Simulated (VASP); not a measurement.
# HgTe (P1) in VASP: single point with PBEsol

Aim: the single point of HgTe with PBEsol.

All numbers are computed with VASP 6.6.1; they aren't measurements. Logs are shortened: lines on timing, memory, paths and dates and some standing lists are left out, and cuts for length are marked.

## (1) The cell of the first run

The typed cell holds 16 atoms: a = 9.303 Å, b = 9.303 Å, c = 9.303 Å, α = 60.00°, β = 60.00°, γ = 60.00°.

## (2) Single point, PBEsol

INCAR

```
PREC = Accurate
ENCUT = 520
EDIFF = 1E-6
ISMEAR = -1
SIGMA = 0.052
LREAL = Auto
LASPH = True
NELM = 60
ALGO = Normal
ISIF = 2
LWAVE = False
LCHARG = False
GGA = PS
NBANDS = 86
```

KPOINTS

```
regular mesh
0
Gamma
  2 2 2
```

POSCAR

```
HgTe
1.0
    0.0000000000      6.5783945715      6.5783945715
    6.5783945715      0.0000000000      6.5783945715
    6.5783945715      6.5783945715      0.0000000000
Hg Te
8 8
Direct
    0.0034015898     -0.0019489558      0.0014065742
   -0.0053097302     -0.0150566371      0.5091180627
    0.0010811908      0.4933994860      0.0133314442
   -0.0018527317      0.4966819738      0.4959634094
    0.5088991643     -0.0024707396      0.0112806399
    0.4958182372      0.0145207161      0.4889297784
    0.4933873249      0.5056609882     -0.0012256030
    0.5100912485      0.5050159980      0.4936797975
    0.1199627799      0.1205127621      0.1403341636
    0.1302194617      0.1258664239      0.6163555494
    0.1167974179      0.6368878386      0.1203475242
    0.1311836027      0.6183191744      0.6252799912
    0.6466112596      0.1040417981      0.1264793394
    0.6078447342      0.1321581566      0.6217815693
    0.6167491864      0.6413053298      0.1080993991
    0.6219597282      0.6275066743      0.6216972022
```

Potentials or basis: VASP PAW PBE potentials, release 64 (Hg, Te).

Launch:

```console
> cat potpaw_PBE.64/Hg/POTCAR potpaw_PBE.64/Te/POTCAR > POTCAR
> mpirun -np 1 vasp_std > vasp.out
```

OUTCAR:

```text
PREC = Accurate
   ENCUT = 520
   EDIFF = 1E-6
   ISMEAR = -1
   LREAL = Auto
   LASPH = True
   NELM = 60
   ISIF = 2
   GGA = PS

 ion  position               nearest neighbor table
   1  0.003  0.998  0.001-  13 2.71  11 2.74   9 2.87  10 2.92
   2  0.995  0.985  0.509-  12 2.79   9 2.80  10 2.92  14 2.94
   3  0.001  0.493  0.013-  11 2.79   9 2.83  15 2.93  12 2.95
   4  0.998  0.497  0.496-  10 2.82  11 2.86  16 2.86  12 2.92
   5  0.509  0.998  0.011-  15 2.72  13 2.73   9 2.96  14 2.97
   6  0.496  0.015  0.489-  14 2.76  13 2.77  10 2.78  16 2.94
[... 8 lines left out ...]
  15  0.617  0.641  0.108-   5 2.72   7 2.80   3 2.93   8 2.93
  16  0.622  0.628  0.622-   8 2.75   4 2.86   7 2.86   6 2.94

  LATTYP: Found a face centered cubic cell.
 ALAT       =    13.1567891430

  Lattice vectors:

 A1 = (   0.0000000000,   6.5783945715,   6.5783945715)
 A2 = (   6.5783945715,   0.0000000000,   6.5783945715)
 A3 = (   6.5783945715,   6.5783945715,   0.0000000000)

Analysis of symmetry for initial positions (statically):
=====================================================================
 Subroutine PRICEL returns:
 Original cell was already a primitive cell.

 Routine SETGRP: Setting up the symmetry group for a
 face centered cubic supercell.

 Subroutine GETGRP returns: Found  1 space group operations
 (whereof  1 operations were pure point group operations)
 out of a pool of 48 trial point group operations.

The static configuration has the point symmetry C_1 .

Analysis of symmetry for dynamics (positions and initial velocities):
=====================================================================
 Subroutine PRICEL returns:
 Original cell was already a primitive cell.

 Routine SETGRP: Setting up the symmetry group for a
 face centered cubic supercell.

 Subroutine GETGRP returns: Found  1 space group operations
 (whereof  1 operations were pure point group operations)
 out of a pool of 48 trial point group operations.

The dynamic configuration has the point symmetry C_1 .

 Subroutine INISYM returns: Found  1 space group operations
 (whereof  1 operations are pure point group operations),
 and found     1 'primitive' translations

----------------------------------------------------------------------------------------

                                     Primitive cell

  volume of cell :     569.3637

  direct lattice vectors                    reciprocal lattice vectors
     0.000000000  6.578394571  6.578394571    -0.076006386  0.076006386  0.076006386
     6.578394571  0.000000000  6.578394571     0.076006386 -0.076006386  0.076006386
     6.578394571  6.578394571  0.000000000     0.076006386  0.076006386 -0.076006386

  length of vectors
     9.303254822  9.303254822  9.303254822     0.131646923  0.131646923  0.131646923

  position of ions in fractional coordinates (direct lattice)
     0.003401590  0.998051044  0.001406574
     0.994690270  0.984943363  0.509118063
     0.001081191  0.493399486  0.013331444
     0.998147268  0.496681974  0.495963409
     0.508899164  0.997529260  0.011280640
     0.495818237  0.014520716  0.488929778
[... 8 lines left out ...]
     0.616749186  0.641305330  0.108099399
     0.621959728  0.627506674  0.621697202

  ion indices of the primitive-cell ions
   primitive index   ion index
                 1           1
                 2           2
                 3           3
                 4           4
                 5           5
                 6           6
[... 8 lines left out ...]
                15          15
                16          16

----------------------------------------------------------------------------------------

 KPOINTS: regular mesh

Automatic generation of k-mesh.
 Grid dimensions read from file:
 generate k-points for:    2    2    2

 Generating k-lattice:

  Cartesian coordinates                     Fractional coordinates (reciprocal lattice)
    -0.038003193  0.038003193  0.038003193     0.500000000  0.000000000  0.000000000
     0.038003193 -0.038003193  0.038003193     0.000000000  0.500000000  0.000000000
     0.038003193  0.038003193 -0.038003193     0.000000000  0.000000000  0.500000000

  Length of vectors
     0.065823462  0.065823462  0.065823462

  Shift w.r.t. Gamma in fractional coordinates (k-lattice)
     0.000000000  0.000000000  0.000000000

 Subroutine IBZKPT returns following result:
 ===========================================

 Found      8 irreducible k-points:

 Following reciprocal coordinates:
            Coordinates               Weight
  0.000000  0.000000  0.000000      1.000000
  0.500000  0.000000  0.000000      1.000000
  0.000000  0.500000  0.000000      1.000000
  0.000000  0.000000  0.500000      1.000000
  0.500000  0.500000  0.500000      1.000000
  0.500000  0.500000  0.000000      1.000000
  0.000000  0.500000  0.500000      1.000000
  0.500000  0.000000  0.500000      1.000000
   k-points           NKPTS =      8   k-points in BZ     NKDIM =      8   number of bands    NBANDS=     86
   number of dos      NEDOS =    301   number of ions     NIONS =     16
   total plane-waves  NPLWV = 343000
   dimension x,y,z NGX =    70 NGY =   70 NGZ =   70
   dimension x,y,z NGXF=   140 NGYF=  140 NGZF=  140
   ions per type =               8   8
   NGX,Y,Z   is equivalent  to a cutoff of  12.51, 12.51, 12.51 a.u.
   NGXF,Y,Z  is equivalent  to a cutoff of  25.02, 25.02, 25.02 a.u.
 SYSTEM =  unknown system
   PREC   = accura    normal or accurate (medium, high low for compatibility)
   ISTART =      0    job   : 0-new  1-cont  2-samecut
   ICHARG =      2    charge: 1-file 2-atom 10-const
   ISPIN  =      1    spin polarized calculation?
   LNONCOLLINEAR =      F non collinear calculations
   LSORBIT =      F    spin-orbit coupling
   LASPH  =      T    aspherical Exc in radial PAW
   ENCUT  =  520.0 eV  38.22 Ry    6.18 a.u.  17.30 17.30 17.30*2*pi/ulx,y,z
   NELM   =     60;   NELMIN=  2; NELMDL= -5     # of ELM steps
   EDIFF  = 0.1E-05   stopping-criterion for ELM
   LREAL  =      T    real-space projection
   EDIFFG = 0.1E-04   stopping-criterion for IOM
   NSW    =      0    number of steps for IOM
   IBRION =     -1    ionic relax: 0-MD 1-quasi-New 2-CG
   NFREE  =      0    steps in history (QN), initial steepest desc. (CG)
   ISIF   =      2    stress and relaxation
   ISYM   =      2    0-nonsym 1-usesym 2-fastsym
   POTIM  = 0.5000    time-step for ionic-motion
   TEBEG  =    0.0;   TEEND  =   0.0 temperature during run
   PSTRESS=    0.0 pullay stress
   NELECT =     144.0000    total number of electrons
   NUPDOWN=      -1.0000    fix difference up-down
   EMIN   =  10.00;   EMAX   =-10.00  energy-range for DOS
   EFERMI =   0.00;   METHOD = LEGACY
   ISMEAR =    -1;   SIGMA  =   0.05  broadening in eV -4-tet -1-fermi 0-gaus
   EFERMI_NEDOS =   21; number of points for ismear=-14 and -15
   IALGO  =     38    algorithm
   IMIX   =      4    mixing-type and parameters
     AMIX     =   0.40;   BMIX     =  1.00
     AMIX_MAG =   1.60;   BMIX_MAG =  1.00
  volume/ion in A,a.u.               =      35.59       240.14
  Fermi-wavevector in a.u.,A,eV,Ry     =   1.035299  1.956431 14.583320  1.071844
  Thomas-Fermi vector in A             =   2.169635
   LORBIT       =      0    0 simple, 1 ext, 2 COOP (PROOUT), +10 PAW based schemes
   GGA     = PS    functional components
   LHFCALC =     F    Hartree Fock is set to
   AEXX    =    0.0000 exact exchange contribution
   IVDW    =     0    specifies the selected vdW correction
   LEPSILON=     F    determine dielectric tensor
   LRPA    =     F    only Hartree local field effects (RPA)
 non-spin polarized calculation
  energy-cutoff  :      520.00
  volume of cell :      569.36
 maximum number of plane-waves:     15364
 NGX is ok and might be reduce to    70
   NGX = 35   NGY = 35   NGZ = 35

 number of electron     144.0000000 magnetization

 Free energy of the ion-electron system (eV)
  ---------------------------------------------------
  ext. energy  EPLUGINS =         0.00000000
  ---------------------------------------------------
  free energy    TOTEN  =       -33.87566219 eV

  energy without entropy =      -33.85171679  energy(sigma->0) =      -33.86368949

 E-fermi :   2.4651     XC(G=0):  -8.6835

 val. band max:        2.4476176468   @ k =   0.0000   0.0000   0.0000
 cond. band min:       2.9821464946   @ k =   0.0000   0.0000   0.0000
 fundamental gap:      0.5345288478
 Fermi energy:         2.4650538988

 k-point     1 :       0.0000    0.0000    0.0000
  band No.  band energies     occupation
      1      -9.2884      2.00000
      2      -8.8725      2.00000
      3      -8.7818      2.00000
      4      -8.7140      2.00000
      5      -8.6640      2.00000
      6      -8.5079      2.00000
[... 76 lines left out ...]
     83       4.9684      0.00000
     84       6.6615      0.00000

 k-point     2 :       0.5000    0.0000    0.0000
  band No.  band energies     occupation
      1      -9.1018      2.00000
      2      -9.0209      2.00000
      3      -8.7689      2.00000
      4      -8.6942      2.00000
      5      -8.6371      2.00000
      6      -8.5778      2.00000
[... 76 lines left out ...]
     83       6.3599      0.00000
     84       6.3928      0.00000

 k-point     3 :       0.0000    0.5000    0.0000
  band No.  band energies     occupation
      1      -9.1154      2.00000
      2      -9.0069      2.00000
      3      -8.7479      2.00000
      4      -8.7078      2.00000
      5      -8.6339      2.00000
      6      -8.5703      2.00000
[... 76 lines left out ...]
     83       6.4572      0.00000
     84       6.4962      0.00000

 k-point     4 :       0.0000    0.0000    0.5000
  band No.  band energies     occupation
      1      -9.1473      2.00000
      2      -8.9101      2.00000
      3      -8.8493      2.00000
      4      -8.7123      2.00000
      5      -8.6007      2.00000
      6      -8.5785      2.00000
[... 76 lines left out ...]
     83       6.3680      0.00000
     84       6.4136      0.00000

 k-point     5 :       0.5000    0.5000    0.5000
  band No.  band energies     occupation
      1      -9.1379      2.00000
      2      -8.9057      2.00000
      3      -8.8545      2.00000
      4      -8.6933      2.00000
      5      -8.6102      2.00000
      6      -8.6016      2.00000
[... 76 lines left out ...]
     83       6.4069      0.00000
     84       6.4904      0.00000

 k-point     6 :       0.5000    0.5000    0.0000
  band No.  band energies     occupation
      1      -9.0790      2.00000
      2      -8.8978      2.00000
      3      -8.8529      2.00000
      4      -8.7147      2.00000
      5      -8.6726      2.00000
      6      -8.6340      2.00000
[... 76 lines left out ...]
     83       6.8854      0.00000
     84       6.9606      0.00000

 k-point     7 :       0.0000    0.5000    0.5000
  band No.  band energies     occupation
      1      -9.0609      2.00000
      2      -8.9662      2.00000
      3      -8.7536      2.00000
      4      -8.7267      2.00000
      5      -8.6955      2.00000
      6      -8.6589      2.00000
[... 76 lines left out ...]
     83       6.9131      0.00000
     84       7.0214      0.00000

 k-point     8 :       0.5000    0.0000    0.5000
  band No.  band energies     occupation
      1      -9.0705      2.00000
      2      -8.9650      2.00000
      3      -8.7489      2.00000
      4      -8.7302      2.00000
      5      -8.6857      2.00000
      6      -8.6546      2.00000
[... 76 lines left out ...]
     83       6.8809      0.00000
     84       6.9551      0.00000
 [bands above 84 left out]

------------------------ aborting loop because EDIFF is reached ----------------------------------------

  FORCE on cell =-STRESS in cart. coord.  units (eV):
  Direction    XX          YY          ZZ          XY          YZ          ZX
  --------------------------------------------------------------------------------------
  -------------------------------------------------------------------------------------
  Total       -1.2289705     -1.8885641     -1.0446262     -0.0718305      0.6559025      1.4965559
  in kB       -3.4582970     -5.3143796     -2.9395561     -0.2021295      1.8456956      4.2112767
  external PRESSURE =      -3.9040776 kB  Pullay stress =       0.0000000 kB

 VOLUME and BASIS-vectors are now :
 -----------------------------------------------------------------------------
  energy-cutoff  :      520.00
  volume of cell :      569.36
      direct lattice vectors                 reciprocal lattice vectors
     0.000000000  6.578394571  6.578394571    -0.076006386  0.076006386  0.076006386
     6.578394571  0.000000000  6.578394571     0.076006386 -0.076006386  0.076006386
     6.578394571  6.578394571  0.000000000     0.076006386  0.076006386 -0.076006386

 POSITION                                       TOTAL-FORCE (eV/Angst)
 -----------------------------------------------------------------------------------
      6.57483      0.03163      6.58795        -0.134970      0.059952      0.793916
      9.82853      9.89264     13.02281         0.298990     -0.053079     -0.117110
      3.33348      0.09481      3.25289        -0.183990     -0.345582     -0.099568
      6.53001      9.82885      9.83358         0.192761      0.088388      0.091929
      6.63635      3.42195      9.90988         0.060598     -0.727780      0.033815
      3.31190      6.47806      3.35721        -0.136738      0.185106     -0.275981
[... 8 lines left out ...]
      4.92988      4.76834      8.27598        -0.303987      0.770752     -0.349256
      8.21776      8.18127      8.21948         0.156050      0.166395      0.213292
 -----------------------------------------------------------------------------------
    total drift:                               -0.003549     -0.002279     -0.004019

  FREE ENERGIE OF THE ION-ELECTRON SYSTEM (eV)
  ---------------------------------------------------
  free  energy   TOTEN  =       -33.8756621903 eV

  energy  without entropy=      -33.8517167867  energy(sigma->0) =      -33.86368949
```

It took 23 min on 1 thread of Oxide Virtual Turin-like, shared host; peak memory 0.77 GiB.

Results:

```
Free energy            : -33.8757 eV
Pressure               : -0.4 GPa
Largest force          : 1.127 eV/Å
Band gap on the k mesh : zero (filled and empty bands touch)
```

Forces on the atoms (eV/Å):
```
Hg  -0.135  0.060  0.794
Hg   0.299 -0.053 -0.117
Hg  -0.184 -0.346 -0.100
Hg   0.193  0.088  0.092
Hg   0.061 -0.728  0.034
Hg  -0.137  0.185 -0.276
Hg  -0.248  0.013 -0.183
Hg  -0.213 -0.297 -0.098
Te  -0.270 -0.155  0.335
Te   0.180 -0.090 -0.432
Te  -0.336  0.540 -0.183
Te   0.020  0.002 -0.300
Te   0.749 -0.803  0.256
Te   0.170  0.645  0.315
Te  -0.304  0.771 -0.349
Te   0.156  0.166  0.213
```

Caveat: the k points lie up to 0.41 Å⁻¹ apart; the atoms stand as in a frame of molecular dynamics; semilocal functionals underestimate gaps, and a narrow one can read as zero; the PAW data sets were made with another functional, which shifts forces and pressure a little; spin-orbit coupling is left out, which moves the levels of the heavy elements.

The gap in the log of VASP goes by the Fermi energy; the results here count the filled bands.